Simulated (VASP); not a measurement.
# Rh in VASP: further runs

The runs below take Rh through single point, with PBE.

All numbers are computed with VASP 6.6.1; they aren't measurements. Logs are shortened: lines on timing, memory, paths and dates and some standing lists are left out, and cuts for length are marked.

**1. The cell of the first run**

Symmetry: Fm-3m, No. 225, cubic system. The conventional cell has a = 3.830 Å, b = 3.830 Å, c = 3.830 Å, α = 90.00°, β = 90.00°, γ = 90.00°. Within 3.6 Å of Rh (site symmetry m-3m) lie 12 Rh at 2.71 Å.

The cell was built from a structure type or drawn by symmetry, and may not be a known phase.

**2. Single point, PBE, collinear spin, ferromagnetic start**

Input file INCAR:

```
SYSTEM = Rh
PREC     = Accurate       ! precision mode
ENCUT    = 520            ! plane-wave cutoff, eV
EDIFF    = 1E-7           ! SCF threshold, eV
ISMEAR   = 0              ! smearing method
SIGMA    = 0.1            ! smearing width, eV
LREAL    = .False.        ! projectors in reciprocal space
LASPH    = .True.         ! aspherical terms in the spheres
NELM     = 150            ! most SCF steps
ALGO     = Normal         ! electronic algorithm
ISIF     = 2              ! what is computed and relaxed
LWAVE    = .False.        ! write WAVECAR
LCHARG   = .True.         ! write CHGCAR
ISPIN    = 2              ! spin polarisation
MAGMOM   = 1              ! initial moments
LORBIT   = 11             ! projections on sites
LMAXMIX  = 4              ! l up to which the mixer works
GGA      = PE             ! functional
LELF     = .True.         ! ELF
LVHAR    = .True.       
NBANDS   = 18             ! bands
```

Input file KPOINTS:

```
Automatic mesh
0
Gamma
  8 8 8
  0 0 0
```

Input file POSCAR:

```
Rh
1.0
    0.0000000000      1.9147658271      1.9147658271
    1.9147658271      0.0000000000      1.9147658271
    1.9147658271      1.9147658271      0.0000000000
Rh
1
Direct
    0.0000000000      0.0000000000      0.0000000000
```

Potentials or basis: VASP PAW PBE potentials, release 64 (Rh_pv).

The run is started by

```sh
$ cat potpaw_PBE.64/Rh_pv/POTCAR > POTCAR
$ mpirun -np 1 vasp_std > vasp.out
```

OUTCAR:

```text
SYSTEM = Rh
   PREC = Accurate
   ENCUT = 520
   EDIFF = 1E-7
   ISMEAR = 0
   LREAL = .False.
   LASPH = .True.
   NELM = 150
   ISIF = 2
   ISPIN = 2
   LORBIT = 11
   GGA = PE

 ion  position               nearest neighbor table
   1  0.000  0.000  0.000-

  LATTYP: Found a face centered cubic cell.
 ALAT       =     3.8295316542

  Lattice vectors:

 A1 = (   0.0000000000,   1.9147658271,   1.9147658271)
 A2 = (   1.9147658271,   0.0000000000,   1.9147658271)
 A3 = (   1.9147658271,   1.9147658271,   0.0000000000)

Analysis of symmetry for initial positions (statically):
=====================================================================
 Subroutine PRICEL returns:
 Original cell was already a primitive cell.

 Routine SETGRP: Setting up the symmetry group for a
 face centered cubic supercell.

 Subroutine GETGRP returns: Found 48 space group operations
 (whereof 48 operations were pure point group operations)
 out of a pool of 48 trial point group operations.

The static configuration has the point symmetry O_h .

Analysis of symmetry for dynamics (positions and initial velocities):
=====================================================================
 Subroutine PRICEL returns:
 Original cell was already a primitive cell.

 Routine SETGRP: Setting up the symmetry group for a
 face centered cubic supercell.

 Subroutine GETGRP returns: Found 48 space group operations
 (whereof 48 operations were pure point group operations)
 out of a pool of 48 trial point group operations.

The dynamic configuration has the point symmetry O_h .

Analysis of structural, dynamic, and magnetic symmetry:
=====================================================================
 Subroutine PRICEL returns:
 Original cell was already a primitive cell.

 Routine SETGRP: Setting up the symmetry group for a
 face centered cubic supercell.

 Subroutine GETGRP returns: Found 48 space group operations
 (whereof 48 operations were pure point group operations)
 out of a pool of 48 trial point group operations.

The overall configuration has the point symmetry O_h .

 Subroutine INISYM returns: Found 48 space group operations
 (whereof 48 operations are pure point group operations),
 and found     1 'primitive' translations

----------------------------------------------------------------------------------------

                                     Primitive cell

  volume of cell :      14.0403

  direct lattice vectors                    reciprocal lattice vectors
     0.000000000  1.914765827  1.914765827    -0.261128537  0.261128537  0.261128537
     1.914765827  0.000000000  1.914765827     0.261128537 -0.261128537  0.261128537
     1.914765827  1.914765827  0.000000000     0.261128537  0.261128537 -0.261128537

  length of vectors
     2.707887801  2.707887801  2.707887801     0.452287894  0.452287894  0.452287894

  position of ions in fractional coordinates (direct lattice)
     0.000000000  0.000000000  0.000000000

  ion indices of the primitive-cell ions
   primitive index   ion index
                 1           1

----------------------------------------------------------------------------------------

 KPOINTS: Automatic mesh

Automatic generation of k-mesh.
 Grid dimensions read from file:
 generate k-points for:    8    8    8

 Generating k-lattice:

  Cartesian coordinates                     Fractional coordinates (reciprocal lattice)
    -0.032641067  0.032641067  0.032641067     0.125000000  0.000000000  0.000000000
     0.032641067 -0.032641067  0.032641067     0.000000000  0.125000000  0.000000000
     0.032641067  0.032641067 -0.032641067     0.000000000  0.000000000  0.125000000

  Length of vectors
     0.056535987  0.056535987  0.056535987

  Shift w.r.t. Gamma in fractional coordinates (k-lattice)
     0.000000000  0.000000000  0.000000000

 Subroutine IBZKPT returns following result:
 ===========================================

 Found     29 irreducible k-points:

 Following reciprocal coordinates:
            Coordinates               Weight
  0.000000  0.000000  0.000000      1.000000
  0.125000  0.000000  0.000000      8.000000
  0.250000  0.000000  0.000000      8.000000
  0.375000  0.000000  0.000000      8.000000
  0.500000  0.000000  0.000000      4.000000
  0.125000  0.125000  0.000000      6.000000
[... 16 lines left out ...]
  0.500000  0.250000  0.125000     48.000000
 -0.375000  0.250000  0.125000     24.000000
 [... further k-points ...]
   k-points           NKPTS =     29   k-points in BZ     NKDIM =     29   number of bands    NBANDS=     18
   number of dos      NEDOS =    301   number of ions     NIONS =      1
   total plane-waves  NPLWV =   8000
   dimension x,y,z NGX =    20 NGY =   20 NGZ =   20
   dimension x,y,z NGXF=    40 NGYF=   40 NGZF=   40
   ions per type =               1
   NGX,Y,Z   is equivalent  to a cutoff of  12.28, 12.28, 12.28 a.u.
   NGXF,Y,Z  is equivalent  to a cutoff of  24.56, 24.56, 24.56 a.u.
 SYSTEM =  Rh
   PREC   = accura    normal or accurate (medium, high low for compatibility)
   ISTART =      0    job   : 0-new  1-cont  2-samecut
   ICHARG =      2    charge: 1-file 2-atom 10-const
   ISPIN  =      2    spin polarized calculation?
   LNONCOLLINEAR =      F non collinear calculations
   LSORBIT =      F    spin-orbit coupling
   LASPH  =      T    aspherical Exc in radial PAW
   ENCUT  =  520.0 eV  38.22 Ry    6.18 a.u.   5.03  5.03  5.03*2*pi/ulx,y,z
   NELM   =    150;   NELMIN=  2; NELMDL= -5     # of ELM steps
   EDIFF  = 0.1E-06   stopping-criterion for ELM
   LREAL  =      F    real-space projection
   EDIFFG = 0.1E-05   stopping-criterion for IOM
   NSW    =      0    number of steps for IOM
   IBRION =     -1    ionic relax: 0-MD 1-quasi-New 2-CG
   NFREE  =      0    steps in history (QN), initial steepest desc. (CG)
   ISIF   =      2    stress and relaxation
   ISYM   =      2    0-nonsym 1-usesym 2-fastsym
   POTIM  = 0.5000    time-step for ionic-motion
   TEBEG  =    0.0;   TEEND  =   0.0 temperature during run
   PSTRESS=    0.0 pullay stress
   NELECT =      15.0000    total number of electrons
   NUPDOWN=      -1.0000    fix difference up-down
   EMIN   =  10.00;   EMAX   =-10.00  energy-range for DOS
   EFERMI =   0.00;   METHOD = LEGACY
   ISMEAR =     0;   SIGMA  =   0.10  broadening in eV -4-tet -1-fermi 0-gaus
   EFERMI_NEDOS =   21; number of points for ismear=-14 and -15
   IALGO  =     38    algorithm
   IMIX   =      4    mixing-type and parameters
     AMIX     =   0.40;   BMIX     =  1.00
     AMIX_MAG =   1.60;   BMIX_MAG =  1.00
  volume/ion in A,a.u.               =      14.04        94.75
  Fermi-wavevector in a.u.,A,eV,Ry     =   1.673579  3.162606 38.108110  2.800867
  Thomas-Fermi vector in A             =   2.758526
   LORBIT       =     11    0 simple, 1 ext, 2 COOP (PROOUT), +10 PAW based schemes
   GGA     = PE    functional components
   LHFCALC =     F    Hartree Fock is set to
   AEXX    =    0.0000 exact exchange contribution
   IVDW    =     0    specifies the selected vdW correction
   LEPSILON=     F    determine dielectric tensor
   LRPA    =     F    only Hartree local field effects (RPA)
 spin polarized calculation
 Gauss-broadening in eV      SIGMA  =   0.10
  energy-cutoff  :      520.00
  volume of cell :       14.04
 maximum number of plane-waves:       391
   NGX =  9   NGY =  9   NGZ =  9

 number of electron      15.0000003 magnetization       0.0001693

 Free energy of the ion-electron system (eV)
  ---------------------------------------------------
  ext. energy  EPLUGINS =         0.00000000
  ---------------------------------------------------
  free energy    TOTEN  =        -7.23227409 eV

  energy without entropy =       -7.22214662  energy(sigma->0) =       -7.22721035

 E-fermi :  11.5553     XC(G=0): -13.8917

 val. band max:       11.5307525923   @ k =  -0.3750   0.2500   0.0000
 cond. band min:      11.6178649577   @ k =   0.3750   0.0000   0.0000
 fundamental gap:      0.0871123654
 Fermi energy:        11.5552966499

 spin component 1

 k-point     1 :       0.0000    0.0000    0.0000
  band No.  band energies     occupation
      1     -34.7875      1.00000
      2     -34.7875      1.00000
      3     -34.7875      1.00000
      4       3.7184      1.00000
      5       8.5608      1.00000
      6       8.5608      1.00000
[... 10 lines left out ...]
     17      43.5377      0.00000
     18      43.5377      0.00000

 k-point     2 :       0.1250    0.0000    0.0000
  band No.  band energies     occupation
      1     -34.8903      1.00000
      2     -34.8015      1.00000
      3     -34.8015      1.00000
      4       4.3102      1.00000
      5       8.3344      1.00000
      6       8.7694      1.00000
[... 10 lines left out ...]
     17      41.7155      0.00000
     18      42.8364      0.00000
[... 442 lines left out ...]
 k-point    24 :      -0.3750    0.2500    0.1250
  band No.  band energies     occupation
      1     -35.3767      1.00000
      2     -35.0609      1.00000
      3     -34.9396      1.00000
      4       6.6826      1.00000
      5       7.5325      1.00000
      6       8.9611      1.00000
[... 10 lines left out ...]
     17      46.7948      0.00000
     18      46.9492      0.00000

 [... further k-points ...]

 spin component 2

 k-point     1 :       0.0000    0.0000    0.0000
  band No.  band energies     occupation
      1     -34.7874      1.00000
      2     -34.7874      1.00000
      3     -34.7874      1.00000
      4       3.7185      1.00000
      5       8.5609      1.00000
      6       8.5609      1.00000
[... 10 lines left out ...]
     17      43.5377      0.00000
     18      43.5377      0.00000

 k-point     2 :       0.1250    0.0000    0.0000
  band No.  band energies     occupation
      1     -34.8901      1.00000
      2     -34.8013      1.00000
      3     -34.8013      1.00000
      4       4.3102      1.00000
      5       8.3346      1.00000
      6       8.7695      1.00000
[... 10 lines left out ...]
     17      41.7156      0.00000
     18      42.8364      0.00000
[... 442 lines left out ...]
 k-point    24 :      -0.3750    0.2500    0.1250
  band No.  band energies     occupation
      1     -35.3765      1.00000
      2     -35.0608      1.00000
      3     -34.9394      1.00000
      4       6.6827      1.00000
      5       7.5326      1.00000
      6       8.9612      1.00000
[... 10 lines left out ...]
     17      46.7949      0.00000
     18      46.9493      0.00000

 [... further k-points ...]

------------------------ aborting loop because EDIFF is reached ----------------------------------------

  FORCE on cell =-STRESS in cart. coord.  units (eV):
  Direction    XX          YY          ZZ          XY          YZ          ZX
  --------------------------------------------------------------------------------------
  -------------------------------------------------------------------------------------
  Total        0.0819344      0.0819344      0.0819344     -0.0000000      0.0000000     -0.0000000
  in kB        9.3497436      9.3497436      9.3497436     -0.0000000      0.0000000     -0.0000000
  external PRESSURE =       9.3497436 kB  Pullay stress =       0.0000000 kB

 VOLUME and BASIS-vectors are now :
 -----------------------------------------------------------------------------
  energy-cutoff  :      520.00
  volume of cell :       14.04
      direct lattice vectors                 reciprocal lattice vectors
     0.000000000  1.914765827  1.914765827    -0.261128537  0.261128537  0.261128537
     1.914765827  0.000000000  1.914765827     0.261128537 -0.261128537  0.261128537
     1.914765827  1.914765827  0.000000000     0.261128537  0.261128537 -0.261128537

 POSITION                                       TOTAL-FORCE (eV/Angst)
 -----------------------------------------------------------------------------------
      0.00000      0.00000      0.00000        -0.000000     -0.000000      0.000000
 -----------------------------------------------------------------------------------
    total drift:                                0.000000      0.000000      0.000000

  FREE ENERGIE OF THE ION-ELECTRON SYSTEM (eV)
  ---------------------------------------------------
  free  energy   TOTEN  =        -7.2322740941 eV

  energy  without entropy=       -7.2221466157  energy(sigma->0) =       -7.22721035

 total charge

# of ion       s       p       d       tot
------------------------------------------
    1        0.400   6.284   7.071  13.755

 magnetization (x)

# of ion       s       p       d       tot
------------------------------------------
    1       -0.000  -0.000   0.000   0.000
```

Wall time 22 s (1 thread of Intel Xeon 8259CL, shared host); peak memory 0.14 GiB.

What came out:

- Free energy: -7.2323 eV
- Pressure: 0.9 GPa
- Net moment: 0.00 μB per cell
- Valence electrons inside the program's atomic spheres: Rh 13.76

Levels at points of the mesh, in eV from the Fermi level:
Spin up:
| k point | band 5 | band 6 | band 7 | band 8 | band 9 | band 10 |
| --- | --- | --- | --- | --- | --- | --- |
| (0.00, 0.00, 0.00) | -2.99 | -2.99 | -2.99 | -0.97 | -0.97 | 15.97 |
| (0.50, 0.00, 0.00) | -3.06 | -3.06 | 0.54 | 0.54 | 0.73 | 8.41 |
| (0.50, 0.50, 0.00) | -5.78 | 0.51 | 0.94 | 0.94 | 3.21 | 11.99 |
Spin down:
| k point | band 5 | band 6 | band 7 | band 8 | band 9 | band 10 |
| --- | --- | --- | --- | --- | --- | --- |
| (0.00, 0.00, 0.00) | -2.99 | -2.99 | -2.99 | -0.97 | -0.97 | 15.97 |
| (0.50, 0.00, 0.00) | -3.06 | -3.06 | 0.54 | 0.54 | 0.73 | 8.41 |
| (0.50, 0.50, 0.00) | -5.78 | 0.51 | 0.94 | 0.94 | 3.21 | 11.99 |

Caveat: an empty level that is flat over the whole mesh can mark a ghost state of the potentials, or a narrow d or f band.

(Part 1 of 2 ends here.)
